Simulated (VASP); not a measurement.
# MoSe (Fm-3m) in VASP: further runs

Runs on MoSe. Level: PBE+U. Tasks: single point.

Program: VASP 6.6.1. These are calculated values, not measurements. Logs are shortened: lines on timing, memory, paths and dates and some standing lists are left out, and cuts for length are marked.

**1. The cell of the first run**

The structure is cubic, space group Fm-3m (No. 225). The conventional cell has a = 5.317 Å, b = 5.317 Å, c = 5.317 Å, α = 90.00°, β = 90.00°, γ = 90.00°. Mo (site symmetry m-3m) has 6 Se at 2.66 Å within 3.5 Å. Within 3.5 Å of Se (site symmetry m-3m) lie 6 Mo at 2.66 Å.

**2. Single point, PBE+U, collinear spin**

File INCAR:

```
SYSTEM = MoSe
  ALGO = Normal
  EDIFF = 1E-6
  ENCUT = 500
  GGA = PE
  GGA_COMPAT = .FALSE.
  ISIF = 2
  ISMEAR = 0
  ISPIN = 2
  LASPH = .TRUE.
  LCHARG = .FALSE.
  LDAU = .TRUE.
  LDAUJ = 0 0
  LDAUL = 2 -1
  LDAUPRINT = 1
  LDAUTYPE = 2
  LDAUU = 4.38 0
  LMAXMIX = 4
  LORBIT = 11
  LREAL = .FALSE.
  LWAVE = .FALSE.
  MAGMOM = 2 -2 0 0
  NBANDS = 32
  NELM = 200
  PREC = Accurate
  SIGMA = 0.1
```

File KPOINTS:

```
k-points
0
G
  12 12 6
  0 0 0
```

File POSCAR:

```
MoSe
1.0
    0.0000000000      2.6586320872      2.6586320872
    5.3172641743      2.6586320872      2.6586320872
    5.3172641743      5.3172641743      0.0000000000
Mo Se
2 2
Direct
    0.0000000000      0.0000000000      1.0000000000
    0.0000000000      0.0000000000      0.5000000000
    0.5000000000      0.5000000000      0.0000000000
    0.5000000000      0.5000000000      0.5000000000
```

Potentials or basis: VASP PAW PBE potentials, release 64 (Mo_sv, Se).

The run is started by

```console
$ cat potpaw_PBE.64/Mo_sv/POTCAR potpaw_PBE.64/Se/POTCAR > POTCAR
$ mpirun -np 1 vasp_std > vasp.out
```

OUTCAR:

```text
SYSTEM = MoSe
   EDIFF = 1E-6
   ENCUT = 500
   GGA = PE
   ISIF = 2
   ISMEAR = 0
   ISPIN = 2
   LASPH = .TRUE.
   LORBIT = 11
   LREAL = .FALSE.
   NELM = 200
   PREC = Accurate

 ion  position               nearest neighbor table
   1  0.000  0.000  0.000-   3 2.66   4 2.66   3 2.66   4 2.66   4 2.66   4 2.66
   2  0.000  0.000  0.500-   3 2.66   4 2.66   4 2.66   3 2.66   3 2.66   3 2.66
   3  0.500  0.500  0.000-   1 2.66   2 2.66   1 2.66   2 2.66   2 2.66   2 2.66
   4  0.500  0.500  0.500-   1 2.66   2 2.66   2 2.66   1 2.66   1 2.66   1 2.66

  LATTYP: Found a simple tetragonal cell.
 ALAT       =     3.7598735550
 C/A-ratio  =     1.4142135624

  Lattice vectors:

 A1 = (   0.0000000000,  -2.6586320871,   2.6586320872)
 A2 = (   0.0000000000,  -2.6586320872,  -2.6586320872)
 A3 = (   5.3172641743,   0.0000000000,   0.0000000000)

Analysis of symmetry for initial positions (statically):
=====================================================================
 Subroutine PRICEL returns following result:

  LATTYP: Found a face centered cubic cell.
 ALAT       =     5.3172641743
[... 12 lines left out ...]
 Subroutine GETGRP returns: Found 16 space group operations
 (whereof 16 operations were pure point group operations)
 out of a pool of 16 trial point group operations.

The static configuration has the point symmetry D_4h.

Analysis of symmetry for dynamics (positions and initial velocities):
=====================================================================
 Subroutine PRICEL returns following result:

  LATTYP: Found a face centered cubic cell.
 ALAT       =     5.3172641743
[... 12 lines left out ...]
 Subroutine GETGRP returns: Found 16 space group operations
 (whereof 16 operations were pure point group operations)
 out of a pool of 16 trial point group operations.

The dynamic configuration has the point symmetry D_4h.

Analysis of structural, dynamic, and magnetic symmetry:
=====================================================================
 Subroutine PRICEL returns following result:

[... 220 lines left out ...]
  o =  0.1397  v = -0.0000 -0.0000 -0.8660  0.0000 -0.5000  0.0000  0.0000  0.0000  0.0000  0.0000      0.0000  0.0000  0.0000  0.0000  0.0000  0.0000  0.0000  0.0000  0.0000  0.0000
  o =  0.1409  v =  0.0000 -0.0000 -0.5000 -0.0000  0.8660  0.0000  0.0000  0.0000  0.0000  0.0000      0.0000  0.0000  0.0000  0.0000  0.0000  0.0000  0.0000  0.0000  0.0000  0.0000
  o =  0.5669  v =  0.0000  0.0000  0.0000  0.0000  0.0000 -0.0000 -0.0000 -0.8660  0.0000 -0.5000      0.0000  0.0000  0.0000  0.0000  0.0000  0.0000  0.0000  0.0000  0.0000  0.0000
  o =  0.6068  v =  0.0000  0.0000  0.0000  0.0000  0.0000  0.0000 -0.0000  0.5000  0.0000 -0.8660      0.0000  0.0000  0.0000  0.0000  0.0000  0.0000  0.0000  0.0000  0.0000  0.0000
  o =  0.8167  v =  0.0000  0.0000  0.0000  0.0000  0.0000 -0.9239 -0.0000  0.0000  0.3827  0.0000      0.0000  0.0000  0.0000  0.0000  0.0000  0.0000  0.0000  0.0000  0.0000  0.0000
  o =  0.8167  v =  0.0000  0.0000  0.0000  0.0000  0.0000 -0.3827  0.0000  0.0000 -0.9239 -0.0000      0.0000  0.0000  0.0000  0.0000  0.0000  0.0000  0.0000  0.0000  0.0000  0.0000
  o =  0.8440  v =  0.0000  0.0000  0.0000  0.0000  0.0000  0.0000  1.0000  0.0000  0.0000 -0.0000      0.0000  0.0000  0.0000  0.0000  0.0000  0.0000  0.0000  0.0000  0.0000  0.0000

 number of electron      39.9999999 magnetization      -0.0000000

 Free energy of the ion-electron system (eV)
  ---------------------------------------------------
  ext. energy  EPLUGINS =         0.00000000
  ---------------------------------------------------
  free energy    TOTEN  =       -20.20761523 eV

  energy without entropy =      -20.19966029  energy(sigma->0) =      -20.20363776

 E-fermi :   9.2245     XC(G=0): -11.3320

 val. band max:        9.2163187355   @ k =   0.5000   0.3333   0.0000
 cond. band min:       9.2647161446   @ k =  -0.0833   0.0833   0.0000
 fundamental gap:      0.0483974092
 Fermi energy:         9.2244511094

 spin component 1

 k-point     1 :       0.0000    0.0000    0.0000
  band No.  band energies     occupation
      1     -52.9461      1.00000
      2     -50.8630      1.00000
      3     -27.2298      1.00000
      4     -27.1936      1.00000
      5     -27.1936      1.00000
      6     -24.8918      1.00000
[... 1673 lines left out ...]
     31      16.8793      0.00000
     32      17.0201      0.00000

 [... further k-points ...]

------------------------ aborting loop because EDIFF is reached ----------------------------------------

  FORCE on cell =-STRESS in cart. coord.  units (eV):
  Direction    XX          YY          ZZ          XY          YZ          ZX
  --------------------------------------------------------------------------------------
  -------------------------------------------------------------------------------------
  Total        8.2968902      8.5048799      8.5048799     -0.0000000      0.0000000      0.0000000
  in kB      176.8443571    181.2775612    181.2775612     -0.0000000      0.0000000      0.0000000
  external PRESSURE =     179.7998265 kB  Pullay stress =       0.0000000 kB

 VOLUME and BASIS-vectors are now :
 -----------------------------------------------------------------------------
  energy-cutoff  :      500.00
  volume of cell :       75.17
      direct lattice vectors                 reciprocal lattice vectors
     0.000000000  2.658632087  2.658632087    -0.188066639  0.188066639  0.188066639
     5.317264174  2.658632087  2.658632087     0.188066639 -0.188066639  0.188066639
     5.317264174  5.317264174  0.000000000     0.000000000  0.188066639 -0.188066639

 POSITION                                       TOTAL-FORCE (eV/Angst)
 -----------------------------------------------------------------------------------
      0.00000      0.00000      0.00000        -0.000000      0.000000      0.000000
      2.65863      2.65863      0.00000        -0.000000     -0.000000      0.000000
      2.65863      2.65863      2.65863         0.000000      0.000000     -0.000000
      5.31726      5.31726      2.65863        -0.000000      0.000000     -0.000000
 -----------------------------------------------------------------------------------
    total drift:                               -0.000000      0.000000      0.000000

  FREE ENERGIE OF THE ION-ELECTRON SYSTEM (eV)
  ---------------------------------------------------
  free  energy   TOTEN  =       -20.2076152291 eV

  energy  without entropy=      -20.1996602890  energy(sigma->0) =      -20.20363776

 total charge

# of ion       s       p       d       tot
------------------------------------------
    1        2.227   6.094   4.019  12.340
    2        2.227   6.094   4.019  12.340
    3        1.442   2.477   0.078   3.997
    4        1.442   2.477   0.078   3.997
--------------------------------------------------
tot          7.337  17.141   8.195  32.673

 magnetization (x)

# of ion       s       p       d       tot
------------------------------------------
    1        0.049   0.028   3.214   3.291
    2       -0.049  -0.028  -3.214  -3.291
    3       -0.004   0.019  -0.014   0.001
    4        0.004  -0.019   0.014  -0.001
--------------------------------------------------
tot          0.000   0.000  -0.000  -0.000
```

stdout:

```text
POSCAR found type information on POSCAR MoSe
 POSCAR found :  2 types and       4 ions
 scaLAPACK will be used
 LDA part: xc-table for (Slater+PW92), standard interpolation
 POSCAR, INCAR and KPOINTS ok, starting setup
 FFT: planning ... GRIDC
 FFT: planning ... GRID_SOFT
 FFT: planning ... GRID
 WAVECAR not read
 entering main loop
```

Wall time 9.7 min (1 thread of Intel Xeon 6975P-C (Granite Rapids), shared host); peak memory 0.52 GiB.

Results:

```
Free energy                                           : -20.2076 eV
Pressure                                              : 18.0 GPa
Band gap on the k mesh                                : zero (filled and empty bands overlap)
Net moment                                            : 0.00 μB per cell
Site moments                                          : Mo +3.29, -3.29; Se +0.00, -0.00 μB
Valence electrons inside the program's atomic spheres : Mo 12.34; Se 4.00
```

Eigenvalues of the final occupation matrices:
```tsv
site	spin	trace	eigenvalues
site 1 d	1	3.65	0.57 0.61 0.82 0.82 0.84
site 1 d	2	0.41	0.04 0.04 0.06 0.14 0.14
site 2 d	1	0.41	0.04 0.04 0.06 0.14 0.14
site 2 d	2	3.65	0.57 0.61 0.82 0.82 0.84
```

Caveat: the cell stands under pressure.

**3. Single point, PBE+U, collinear spin**

This run uses another cell than the first one, of 22.55 Å³/atom.

File INCAR:

```
PREC = Accurate
ENCUT = 500
EDIFF = 1E-6
ISMEAR = 0
SIGMA = 0.1
LREAL = False
LASPH = True
NELM = 200
ALGO = Normal
ISIF = 2
LWAVE = False
LCHARG = True
ISPIN = 2
MAGMOM = 2 -2 0 0
LORBIT = 11
LMAXMIX = 4
LDAU = True
LDAUTYPE = 2
LDAUL = 2 -1
LDAUU = 4.38 0
LDAUJ = 0 0
LDAUPRINT = 1
GGA = PE
LELF = True
LVHAR = True
NBANDS = 32
GGA_COMPAT = False
```

File KPOINTS:

```
Automatic mesh
0
Gamma
  12 12 6
```

File POSCAR:

```
MoSe
1.0
    0.0000000000      2.8252181697      2.8252181697
    5.6504363394      2.8252181697      2.8252181697
    5.6504363394      5.6504363394      0.0000000000
Mo Se
2 2
Direct
    0.0000000000      0.0000000000      1.0000000000
    0.0000000000      0.0000000000      0.5000000000
    0.5000000000      0.5000000000      0.0000000000
    0.5000000000      0.5000000000      0.5000000000
```

Potentials or basis: VASP PAW PBE potentials, release 64 (Mo_sv, Se).

The run is started by

```console
$ cat potpaw_PBE.64/Mo_sv/POTCAR potpaw_PBE.64/Se/POTCAR > POTCAR
$ mpirun -np 1 vasp_std > vasp.out
```

OUTCAR:

```text
PREC = Accurate
   ENCUT = 500
   EDIFF = 1E-6
   ISMEAR = 0
   LREAL = False
   LASPH = True
   NELM = 200
   ISIF = 2
   ISPIN = 2
   LORBIT = 11
   GGA = PE

 ion  position               nearest neighbor table
   1  0.000  0.000  0.000-   4 2.83   3 2.83   4 2.83   3 2.83   4 2.83   4 2.83
   2  0.000  0.000  0.500-   3 2.83   3 2.83   4 2.83   4 2.83   3 2.83   3 2.83
   3  0.500  0.500  0.000-   2 2.83   1 2.83   2 2.83   1 2.83   2 2.83   2 2.83
   4  0.500  0.500  0.500-   1 2.83   1 2.83   2 2.83   2 2.83   1 2.83   1 2.83

  LATTYP: Found a simple tetragonal cell.
 ALAT       =     3.9954618523
 C/A-ratio  =     1.4142135624

  Lattice vectors:

 A1 = (   0.0000000000,  -2.8252181697,   2.8252181697)
 A2 = (   0.0000000000,  -2.8252181697,  -2.8252181697)
 A3 = (   5.6504363394,   0.0000000000,   0.0000000000)

Analysis of symmetry for initial positions (statically):
=====================================================================
 Subroutine PRICEL returns following result:

  LATTYP: Found a face centered cubic cell.
 ALAT       =     5.6504363394
[... 12 lines left out ...]
 Subroutine GETGRP returns: Found 16 space group operations
 (whereof 16 operations were pure point group operations)
 out of a pool of 16 trial point group operations.

The static configuration has the point symmetry D_4h.

Analysis of symmetry for dynamics (positions and initial velocities):
=====================================================================
 Subroutine PRICEL returns following result:

  LATTYP: Found a face centered cubic cell.
 ALAT       =     5.6504363394
[... 12 lines left out ...]
 Subroutine GETGRP returns: Found 16 space group operations
 (whereof 16 operations were pure point group operations)
 out of a pool of 16 trial point group operations.

The dynamic configuration has the point symmetry D_4h.

Analysis of structural, dynamic, and magnetic symmetry:
=====================================================================
 Subroutine PRICEL returns following result:

  LATTYP: Found a face centered cubic cell.
 ALAT       =     5.6504363394
[... 12 lines left out ...]
 Subroutine GETGRP returns: Found 16 space group operations
 (whereof 16 operations were pure point group operations)
 out of a pool of 16 trial point group operations.

The overall configuration has the point symmetry D_4h.

 Subroutine INISYM returns: Found 16 space group operations
 (whereof 16 operations are pure point group operations),
 and found     2 'primitive' translations

----------------------------------------------------------------------------------------

                                     Primitive cell

  volume of cell :      45.1010

  direct lattice vectors                    reciprocal lattice vectors
    -2.825218170  2.825218170 -0.000000000    -0.176977483  0.176977483 -0.176977483
    -2.825218170  0.000000000  2.825218170    -0.176977483 -0.176977483  0.176977483
[... 162 lines left out ...]

atom =   2  type =  1  l = 2

 onsite density matrix

spin component  1

  0.0198 -0.0000  0.0000 -0.0000 -0.0000
 -0.0000  0.0184 -0.0000 -0.0000  0.0000
  0.0000 -0.0000  0.0924  0.0000  0.0002
 -0.0000 -0.0000  0.0000  0.0198 -0.0000
 -0.0000  0.0000  0.0002 -0.0000  0.0922

spin component  2

  0.8377  0.0000  0.0000  0.0000  0.0000
  0.0000  0.8500  0.0000  0.0000  0.0000
  0.0000  0.0000  0.5881 -0.0000 -0.0074
  0.0000  0.0000 -0.0000  0.8377  0.0000
  0.0000  0.0000 -0.0074  0.0000  0.5967

 occupancies and eigenvectors

  o =  0.0184  v =  0.0000  1.0000  0.0000  0.0000  0.0000  0.0000  0.0000  0.0000  0.0000  0.0000      0.0000  0.0000  0.0000  0.0000  0.0000  0.0000  0.0000  0.0000  0.0000  0.0000
  o =  0.0198  v = -0.0091  0.0000 -0.0000 -1.0000 -0.0000  0.0000  0.0000  0.0000  0.0000  0.0000      0.0000  0.0000  0.0000  0.0000  0.0000  0.0000  0.0000  0.0000  0.0000  0.0000
  o =  0.0198  v =  1.0000 -0.0000 -0.0000 -0.0091  0.0000  0.0000  0.0000  0.0000  0.0000  0.0000      0.0000  0.0000  0.0000  0.0000  0.0000  0.0000  0.0000  0.0000  0.0000  0.0000
  o =  0.0921  v = -0.0000 -0.0000 -0.5000 -0.0000  0.8660  0.0000  0.0000  0.0000  0.0000  0.0000      0.0000  0.0000  0.0000  0.0000  0.0000  0.0000  0.0000  0.0000  0.0000  0.0000
  o =  0.0925  v =  0.0000 -0.0000  0.8660  0.0000  0.5000  0.0000  0.0000  0.0000  0.0000  0.0000      0.0000  0.0000  0.0000  0.0000  0.0000  0.0000  0.0000  0.0000  0.0000  0.0000
  o =  0.5838  v =  0.0000  0.0000  0.0000  0.0000  0.0000  0.0000 -0.0000 -0.8660 -0.0000 -0.5000      0.0000  0.0000  0.0000  0.0000  0.0000  0.0000  0.0000  0.0000  0.0000  0.0000
  o =  0.6010  v =  0.0000  0.0000  0.0000  0.0000  0.0000  0.0000 -0.0000 -0.5000 -0.0000  0.8660      0.0000  0.0000  0.0000  0.0000  0.0000  0.0000  0.0000  0.0000  0.0000  0.0000
  o =  0.8377  v =  0.0000  0.0000  0.0000  0.0000  0.0000  0.0000  0.0000 -0.0000  1.0000 -0.0000      0.0000  0.0000  0.0000  0.0000  0.0000  0.0000  0.0000  0.0000  0.0000  0.0000
  o =  0.8377  v =  0.0000  0.0000  0.0000  0.0000  0.0000  1.0000  0.0000  0.0000  0.0000  0.0000      0.0000  0.0000  0.0000  0.0000  0.0000  0.0000  0.0000  0.0000  0.0000  0.0000
  o =  0.8500  v =  0.0000  0.0000  0.0000  0.0000  0.0000  0.0000 -1.0000  0.0000  0.0000  0.0000      0.0000  0.0000  0.0000  0.0000  0.0000  0.0000  0.0000  0.0000  0.0000  0.0000

 number of electron      39.9999999 magnetization      -0.0000000

 Free energy of the ion-electron system (eV)
  ---------------------------------------------------
  ext. energy  EPLUGINS =         0.00000000
  ---------------------------------------------------
  free energy    TOTEN  =       -20.95065337 eV

  energy without entropy =      -20.94754196  energy(sigma->0) =      -20.94909767

 E-fermi :   6.7557     XC(G=0): -10.4030

 val. band max:        6.7552695340   @ k =   0.4167  -0.2500   0.1667
 cond. band min:       6.8045647652   @ k =   0.4167  -0.0833   0.3333
 fundamental gap:      0.0492952312
 Fermi energy:         6.7557082106

 spin component 1

 k-point     1 :       0.0000    0.0000    0.0000
  band No.  band energies     occupation
      1     -55.1517      1.00000
      2     -52.9037      1.00000
      3     -29.3797      1.00000
      4     -29.3763      1.00000
      5     -29.3763      1.00000
      6     -26.8713      1.00000
[... 1673 lines left out ...]
     31      14.0136      0.00000
     32      14.1747      0.00000

 [... further k-points ...]

------------------------ aborting loop because EDIFF is reached ----------------------------------------

  FORCE on cell =-STRESS in cart. coord.  units (eV):
  Direction    XX          YY          ZZ          XY          YZ          ZX
  --------------------------------------------------------------------------------------
  -------------------------------------------------------------------------------------
  Total       -0.3505063      0.0548774      0.0548774      0.0000000     -0.0000000     -0.0000000
  in kB       -6.2257331      0.9747384      0.9747384      0.0000000     -0.0000000     -0.0000000
  external PRESSURE =      -1.4254188 kB  Pullay stress =       0.0000000 kB

 VOLUME and BASIS-vectors are now :
 -----------------------------------------------------------------------------
  energy-cutoff  :      500.00
  volume of cell :       90.20
      direct lattice vectors                 reciprocal lattice vectors
     0.000000000  2.825218170  2.825218170    -0.176977483  0.176977483  0.176977483
     5.650436339  2.825218170  2.825218170     0.176977483 -0.176977483  0.176977483
     5.650436339  5.650436339  0.000000000     0.000000000  0.176977483 -0.176977483

 POSITION                                       TOTAL-FORCE (eV/Angst)
 -----------------------------------------------------------------------------------
      0.00000      0.00000      0.00000         0.000000      0.000000      0.000000
      2.82522      2.82522      0.00000         0.000000      0.000000     -0.000000
      2.82522      2.82522      2.82522        -0.000000     -0.000000     -0.000000
      5.65044      5.65044      2.82522         0.000000     -0.000000      0.000000
 -----------------------------------------------------------------------------------
    total drift:                               -0.000000      0.000000      0.000000

  FREE ENERGIE OF THE ION-ELECTRON SYSTEM (eV)
  ---------------------------------------------------
  free  energy   TOTEN  =       -20.9506533750 eV

  energy  without entropy=      -20.9475419632  energy(sigma->0) =      -20.94909767

 total charge

# of ion       s       p       d       tot
------------------------------------------
    1        2.194   6.052   3.916  12.162
    2        2.194   6.052   3.916  12.162
    3        1.447   2.383   0.041   3.871
    4        1.447   2.383   0.041   3.871
--------------------------------------------------
tot          7.283  16.870   7.915  32.067

 magnetization (x)

# of ion       s       p       d       tot
------------------------------------------
    1        0.054   0.027   3.441   3.522
    2       -0.054  -0.027  -3.441  -3.522
    3       -0.004   0.046  -0.010   0.032
    4        0.004  -0.046   0.010  -0.032
--------------------------------------------------
tot          0.000   0.000   0.000   0.000
```

Wall time 7.9 min (1 thread of Intel Xeon 6975P-C (Granite Rapids), shared host); peak memory 0.61 GiB.

Results:

```yaml
Free_energy: -20.9507 eV
Pressure: -0.1 GPa
Band_gap_on_the_k_mesh: zero (filled and empty bands overlap)
Net_moment: 0.00 μB per cell
Site_moments: Mo +3.52, -3.52; Se +0.03, -0.03 μB
Valence_electrons_inside_the_program's_atomic_spheres: Mo 12.16; Se 3.87
```

Eigenvalues of the final occupation matrices:
```
    site  spin  trace               eigenvalues
site 1 d     1   3.71  0.58 0.60 0.84 0.84 0.85
site 1 d     2   0.24  0.02 0.02 0.02 0.09 0.09
site 2 d     1   0.24  0.02 0.02 0.02 0.09 0.09
site 2 d     2   3.71  0.58 0.60 0.84 0.84 0.85
```
